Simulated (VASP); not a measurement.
# Zn4Se3S (P3m1) in VASP: single point with PBE

Aim: the single point of Zn4Se3S with PBE.

All numbers are computed with VASP 6.6.1; they aren't measurements. Logs are shortened: lines on timing, memory, paths and dates and some standing lists are left out, and cuts for length are marked.

## (1) The cell of the first run

The structure is trigonal, space group P3m1 (No. 156). Conventional cell: a = 3.999 Å, b = 3.999 Å, c = 13.106 Å, α = 90.00°, β = 90.00°, γ = 120.00°. Zn (site symmetry 3m) has 1 S at 2.36 Å and 3 Se at 2.47 Å within 3.1 Å. Within 3.3 Å of Zn (site symmetry 3m) lie 4 Se at 2.46 to 2.48 Å. Zn (site symmetry 3m) has 3 S at 2.42 Å and 1 Se at 2.49 Å within 3.2 Å. Within 3.3 Å of Zn (site symmetry 3m) lie 4 Se at 2.46 to 2.48 Å. Se (site symmetry 3m) has 4 Zn at 2.46 to 2.48 Å within 3.3 Å. Within 3.3 Å of Se (site symmetry 3m) lie 4 Zn at 2.46 to 2.49 Å. Se (site symmetry 3m) has 4 Zn at 2.47 to 2.48 Å within 3.3 Å. Within 3.1 Å of S (site symmetry 3m) lie 4 Zn at 2.36 to 2.42 Å.

## (2) Single point, PBE

INCAR

```
SYSTEM = Zn4Se3S
PREC     = Accurate       ! precision mode
ENCUT    = 520            ! plane-wave cutoff, eV
EDIFF    = 1E-6           ! SCF threshold, eV
ISMEAR   = 0              ! smearing method
SIGMA    = 0.02           ! smearing width, eV
LREAL    = .False.        ! projectors in reciprocal space
LASPH    = .True.         ! aspherical terms in the spheres
NELM     = 80             ! most SCF steps
ALGO     = Normal         ! electronic algorithm
ISIF     = 2              ! what is computed and relaxed
LWAVE    = .False.        ! write WAVECAR
LCHARG   = .True.         ! write CHGCAR
GGA      = PE             ! functional
LELF     = .True.         ! ELF
LVHAR    = .True.       
NBANDS   = 46             ! bands
```

KPOINTS

```
regular mesh
0
Gamma
  12 12 2
  0 0 0
```

POSCAR

```
Zn4Se3S
1.0
    3.9992222997      0.0000000000      0.0000000000
   -1.9996111498      3.4634281069      0.0000000000
    0.0000000000      0.0000000000     13.1057884940
Zn Se S
4 3 1
Direct
    0.0000000000      0.0000000000      0.0080553984
    0.0000000000      0.0000000000      0.4978467712
    0.3333333333      0.6666666667      0.2422826375
    0.6666666667      0.3333333333      0.7526157901
    0.0000000000      0.0000000000      0.6868374723
    0.3333333333      0.6666666667      0.4323316289
    0.6666666667      0.3333333333      0.9420630921
    0.0000000000      0.0000000000      0.1879672096
```

Potentials or basis: VASP PAW PBE potentials, release 64 (Zn, Se, S).

On the command line:

```console
$ cat potpaw_PBE.64/Zn/POTCAR potpaw_PBE.64/Se/POTCAR potpaw_PBE.64/S/POTCAR > POTCAR
$ mpirun -np 1 vasp_std > vasp.out
```

OUTCAR:

```text
SYSTEM = Zn4Se3S
   PREC = Accurate
   ENCUT = 520
   EDIFF = 1E-6
   ISMEAR = 0
   LREAL = .False.
   LASPH = .True.
   NELM = 80
   ISIF = 2
   GGA = PE

 ion  position               nearest neighbor table
   1  0.000  0.000  0.008-   8 2.36   7 2.47   7 2.47   7 2.47
   2  0.000  0.000  0.498-   6 2.46   6 2.46   6 2.46   5 2.48
   3  0.333  0.667  0.242-   8 2.42   8 2.42   8 2.42   6 2.49
   4  0.667  0.333  0.753-   5 2.46   5 2.46   5 2.46   7 2.48
   5  0.000  0.000  0.687-   4 2.46   4 2.46   4 2.46   2 2.48
   6  0.333  0.667  0.432-   2 2.46   2 2.46   2 2.46   3 2.49
   7  0.667  0.333  0.942-   1 2.47   1 2.47   1 2.47   4 2.48
   8  0.000  0.000  0.188-   1 2.36   3 2.42   3 2.42   3 2.42

  LATTYP: Found a hexagonal cell.
 ALAT       =     3.9992222997
 C/A-ratio  =     3.2770842709

  Lattice vectors:

 A1 = (   3.9992222997,   0.0000000000,   0.0000000000)
 A2 = (  -1.9996111498,   3.4634281069,   0.0000000000)
 A3 = (   0.0000000000,   0.0000000000,  13.1057884940)

Analysis of symmetry for initial positions (statically):
=====================================================================
 Subroutine PRICEL returns:
 Original cell was already a primitive cell.

 Routine SETGRP: Setting up the symmetry group for a
 hexagonal supercell.

 Subroutine GETGRP returns: Found  6 space group operations
 (whereof  6 operations were pure point group operations)
 out of a pool of 24 trial point group operations.

The static configuration has the point symmetry C_3v.

Analysis of symmetry for dynamics (positions and initial velocities):
=====================================================================
 Subroutine PRICEL returns:
 Original cell was already a primitive cell.

 Routine SETGRP: Setting up the symmetry group for a
 hexagonal supercell.

 Subroutine GETGRP returns: Found  6 space group operations
 (whereof  6 operations were pure point group operations)
 out of a pool of 24 trial point group operations.

The dynamic configuration has the point symmetry C_3v.

 Subroutine INISYM returns: Found  6 space group operations
 (whereof  6 operations are pure point group operations),
 and found     1 'primitive' translations

----------------------------------------------------------------------------------------

                                     Primitive cell

  volume of cell :     181.5285

  direct lattice vectors                    reciprocal lattice vectors
     3.999222300  0.000000000  0.000000000     0.250048616  0.144365636  0.000000000
    -1.999611150  3.463428107  0.000000000     0.000000000  0.288731271  0.000000000
     0.000000000  0.000000000 13.105788494     0.000000000  0.000000000  0.076302162

  length of vectors
     3.999222300  3.999222300 13.105788494     0.288731271  0.288731271  0.076302162

  position of ions in fractional coordinates (direct lattice)
     0.000000000  0.000000000  0.008055398
     0.000000000  0.000000000  0.497846771
     0.333333333  0.666666667  0.242282637
     0.666666667  0.333333333  0.752615790
     0.000000000  0.000000000  0.686837472
     0.333333333  0.666666667  0.432331629
     0.666666667  0.333333333  0.942063092
     0.000000000  0.000000000  0.187967210

  ion indices of the primitive-cell ions
   primitive index   ion index
                 1           1
                 2           2
                 3           3
                 4           4
                 5           5
                 6           6
                 7           7
                 8           8

----------------------------------------------------------------------------------------

 KPOINTS: regular mesh

Automatic generation of k-mesh.
 Grid dimensions read from file:
 generate k-points for:   12   12    2

 Generating k-lattice:

  Cartesian coordinates                     Fractional coordinates (reciprocal lattice)
     0.020837385  0.012030470  0.000000000     0.083333333 -0.000000000  0.000000000
     0.000000000  0.024060939  0.000000000     0.000000000  0.083333333  0.000000000
     0.000000000  0.000000000  0.038151081     0.000000000  0.000000000  0.500000000

  Length of vectors
     0.024060939  0.024060939  0.038151081

  Shift w.r.t. Gamma in fractional coordinates (k-lattice)
     0.000000000  0.000000000  0.000000000

 Subroutine IBZKPT returns following result:
 ===========================================

 Found     38 irreducible k-points:

 Following reciprocal coordinates:
            Coordinates               Weight
  0.000000  0.000000  0.000000      1.000000
  0.083333  0.000000  0.000000      6.000000
  0.166667  0.000000  0.000000      6.000000
  0.250000 -0.000000  0.000000      6.000000
  0.333333  0.000000  0.000000      6.000000
  0.416667 -0.000000  0.000000      6.000000
[... 16 lines left out ...]
  0.250000 -0.000000  0.500000      6.000000
  0.333333  0.000000  0.500000      6.000000
 [... further k-points ...]
   k-points           NKPTS =     38   k-points in BZ     NKDIM =     38   number of bands    NBANDS=     46
   number of dos      NEDOS =    301   number of ions     NIONS =      8
   total plane-waves  NPLWV =  88200
   dimension x,y,z NGX =    30 NGY =   30 NGZ =   98
   dimension x,y,z NGXF=    60 NGYF=   60 NGZF=  196
   ions per type =               4   3   1
   NGX,Y,Z   is equivalent  to a cutoff of  12.47, 12.47, 12.43 a.u.
   NGXF,Y,Z  is equivalent  to a cutoff of  24.94, 24.94, 24.86 a.u.
 SYSTEM =  Zn4Se3S
   PREC   = accura    normal or accurate (medium, high low for compatibility)
   ISTART =      0    job   : 0-new  1-cont  2-samecut
   ICHARG =      2    charge: 1-file 2-atom 10-const
   ISPIN  =      1    spin polarized calculation?
   LNONCOLLINEAR =      F non collinear calculations
   LSORBIT =      F    spin-orbit coupling
   LASPH  =      T    aspherical Exc in radial PAW
   ENCUT  =  520.0 eV  38.22 Ry    6.18 a.u.   7.44  7.44 24.37*2*pi/ulx,y,z
   NELM   =     80;   NELMIN=  2; NELMDL= -5     # of ELM steps
   EDIFF  = 0.1E-05   stopping-criterion for ELM
   LREAL  =      F    real-space projection
   EDIFFG = 0.1E-04   stopping-criterion for IOM
   NSW    =      0    number of steps for IOM
   IBRION =     -1    ionic relax: 0-MD 1-quasi-New 2-CG
   NFREE  =      0    steps in history (QN), initial steepest desc. (CG)
   ISIF   =      2    stress and relaxation
   ISYM   =      2    0-nonsym 1-usesym 2-fastsym
   POTIM  = 0.5000    time-step for ionic-motion
   TEBEG  =    0.0;   TEEND  =   0.0 temperature during run
   PSTRESS=    0.0 pullay stress
   NELECT =      72.0000    total number of electrons
   NUPDOWN=      -1.0000    fix difference up-down
   EMIN   =  10.00;   EMAX   =-10.00  energy-range for DOS
   EFERMI =   0.00;   METHOD = LEGACY
   ISMEAR =     0;   SIGMA  =   0.02  broadening in eV -4-tet -1-fermi 0-gaus
   EFERMI_NEDOS =   21; number of points for ismear=-14 and -15
   IALGO  =     38    algorithm
   IMIX   =      4    mixing-type and parameters
     AMIX     =   0.40;   BMIX     =  1.00
     AMIX_MAG =   1.60;   BMIX_MAG =  1.00
  volume/ion in A,a.u.               =      22.69       153.13
  Fermi-wavevector in a.u.,A,eV,Ry     =   1.202829  2.273018 19.684890  1.446799
  Thomas-Fermi vector in A             =   2.338600
   LORBIT       =      0    0 simple, 1 ext, 2 COOP (PROOUT), +10 PAW based schemes
   GGA     = PE    functional components
   LHFCALC =     F    Hartree Fock is set to
   AEXX    =    0.0000 exact exchange contribution
   IVDW    =     0    specifies the selected vdW correction
   LEPSILON=     F    determine dielectric tensor
   LRPA    =     F    only Hartree local field effects (RPA)
 non-spin polarized calculation
 Gauss-broadening in eV      SIGMA  =   0.02
  energy-cutoff  :      520.00
  volume of cell :      181.53
 maximum number of plane-waves:      4929
 NGX is ok and might be reduce to    30
   NGX = 15   NGY = 15   NGZ = 49

 number of electron      71.9999997 magnetization

 Free energy of the ion-electron system (eV)
  ---------------------------------------------------
  ext. energy  EPLUGINS =         0.00000000
  ---------------------------------------------------
  free energy    TOTEN  =       -24.86060846 eV

  energy without entropy =      -24.86060846  energy(sigma->0) =      -24.86060846

 E-fermi :   1.7031     XC(G=0):  -9.2490

 val. band max:        1.5711858182   @ k =   0.0000   0.0000   0.0000
 cond. band min:       2.8053279873   @ k =   0.0000   0.0000   0.0000
 fundamental gap:      1.2341421691
 Fermi energy:         1.7031392524

 k-point     1 :       0.0000    0.0000    0.0000
  band No.  band energies     occupation
      1     -11.5727      2.00000
      2     -11.2250      2.00000
      3     -11.2129      2.00000
      4     -10.8031      2.00000
      5      -5.0071      2.00000
      6      -5.0071      2.00000
[... 38 lines left out ...]
     45       7.7269      0.00000
     46       7.7751      0.00000

 k-point     2 :       0.0833    0.0000    0.0000
  band No.  band energies     occupation
      1     -11.5330      2.00000
      2     -11.1924      2.00000
      3     -11.1799      2.00000
      4     -10.7810      2.00000
      5      -5.0059      2.00000
      6      -4.9976      2.00000
[... 38 lines left out ...]
     45       7.5915      0.00000
     46       7.9146      0.00000

 k-point     3 :       0.1667    0.0000    0.0000
  band No.  band energies     occupation
      1     -11.4196      2.00000
      2     -11.1016      2.00000
      3     -11.0868      2.00000
      4     -10.7212      2.00000
      5      -4.9998      2.00000
      6      -4.9721      2.00000
[... 1018 lines left out ...]
     45       8.2972      0.00000
     46       8.3932      0.00000

 k-point    24 :       0.3333    0.0000    0.5000
  band No.  band energies     occupation
      1     -11.0035      2.00000
      2     -10.9750      2.00000
      3     -10.6544      2.00000
      4     -10.6436      2.00000
      5      -4.9727      2.00000
      6      -4.9076      2.00000
[... 38 lines left out ...]
     45       8.4697      0.00000
     46       8.4993      0.00000

 [... further k-points ...]

------------------------ aborting loop because EDIFF is reached ----------------------------------------

  FORCE on cell =-STRESS in cart. coord.  units (eV):
  Direction    XX          YY          ZZ          XY          YZ          ZX
  --------------------------------------------------------------------------------------
  -------------------------------------------------------------------------------------
  Total        0.2329454      0.2329454      0.2105450      0.0000000      0.0000000      0.0000000
  in kB        2.0559843      2.0559843      1.8582774      0.0000000      0.0000000      0.0000000
  external PRESSURE =       1.9900820 kB  Pullay stress =       0.0000000 kB

 VOLUME and BASIS-vectors are now :
 -----------------------------------------------------------------------------
  energy-cutoff  :      520.00
  volume of cell :      181.53
      direct lattice vectors                 reciprocal lattice vectors
     3.999222300  0.000000000  0.000000000     0.250048616  0.144365636  0.000000000
    -1.999611150  3.463428107  0.000000000     0.000000000  0.288731271  0.000000000
     0.000000000  0.000000000 13.105788494     0.000000000  0.000000000  0.076302162

 POSITION                                       TOTAL-FORCE (eV/Angst)
 -----------------------------------------------------------------------------------
      0.00000      0.00000      0.10557         0.000000     -0.000000      0.008772
      0.00000      0.00000      6.52467         0.000000      0.000000      0.001563
     -0.00000      2.30895      3.17531        -0.000000      0.000000     -0.003222
      1.99961      1.15448      9.86362         0.000000     -0.000000      0.001768
      0.00000      0.00000      9.00155        -0.000000      0.000000     -0.001395
     -0.00000      2.30895      5.66605         0.000000     -0.000000     -0.004220
      1.99961      1.15448     12.34648        -0.000000     -0.000000     -0.002456
      0.00000      0.00000      2.46346        -0.000000     -0.000000     -0.000809
 -----------------------------------------------------------------------------------
    total drift:                               -0.000001      0.000000      0.000793

  FREE ENERGIE OF THE ION-ELECTRON SYSTEM (eV)
  ---------------------------------------------------
  free  energy   TOTEN  =       -24.8606084639 eV

  energy  without entropy=      -24.8606084639  energy(sigma->0) =      -24.86060846
```

It took 9.7 min on 1 thread of Intel Xeon 8259CL, shared host; peak memory 0.46 GiB.

Results:

| Item | Value |
| --- | --- |
| Free energy | -24.8606 eV |
| Pressure | 0.2 GPa |
| Largest force | 0.009 eV/Å |
| Band gap on the k mesh | 1.23 eV |

Forces in eV/Å, atoms in the order of the input:
```
Zn   0.000  0.000  0.009
Zn   0.000  0.000  0.002
Zn   0.000  0.000 -0.003
Zn   0.000  0.000  0.002
Se   0.000  0.000 -0.001
Se   0.000  0.000 -0.004
Se   0.000  0.000 -0.002
S    0.000  0.000 -0.001
```

Levels at points of the mesh, in eV from the valence-band top:
```tsv
k point	band 34	band 35	band 36	band 37	band 38	band 39
(0.00, 0.00, 0.00)	-0.18	0.00	0.00	1.23	2.40	2.72
(0.50, 0.00, 0.00)	-1.46	-1.12	-0.88	2.66	2.80	3.19
(0.00, 0.00, 0.50)	-0.24	-0.06	-0.06	2.06	2.30	2.60
(0.50, 0.00, 0.50)	-1.52	-1.20	-1.01	3.05	3.16	3.32
```
